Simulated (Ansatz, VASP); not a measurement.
InPt3 in VASP and in Ansatz

```xyz
4
Lattice="4.0662 0.0000 0.0000 0.0000 4.0662 0.0000 0.0000 0.0000 4.0662" Properties=species:S:1:pos:R:3 pbc="T T T"
In    0.0000    0.0000    0.0000
Pt    2.0331    2.0331    0.0000
Pt    0.0000    2.0331    2.0331
Pt    2.0331    0.0000    2.0331
```

Change from the starting cell: volume scaled by 1.06, crystal datasets.

Alike in both runs: task electric field gradients; functional PBEsol; k mesh 10 × 10 × 10; occupations fermi-dirac, width 0.05 eV; no spin polarisation.

```csv
,VASP,Ansatz
version,VASP 6.6.1,Ansatz 0.2.0
potentials or method,"VASP PAW PBE potentials, release 64 (In_d, Pt), cutoff 520 eV","all-electron PAW with datasets made for the crystal, scalar-relativistic"
```

```tsv
	VASP	Ansatz	Ansatz less VASP
pressure (GPa)	-10.9	-10.8	+0.14
size of Vzz on the site where it differs most (V/Å²)	78.9	82.7	+3.77
```

VASP's potentials were made for PBE, not for PBEsol. Ansatz ran all-electron here, and VASP with PAW potentials.

Spin-orbit coupling is off throughout.
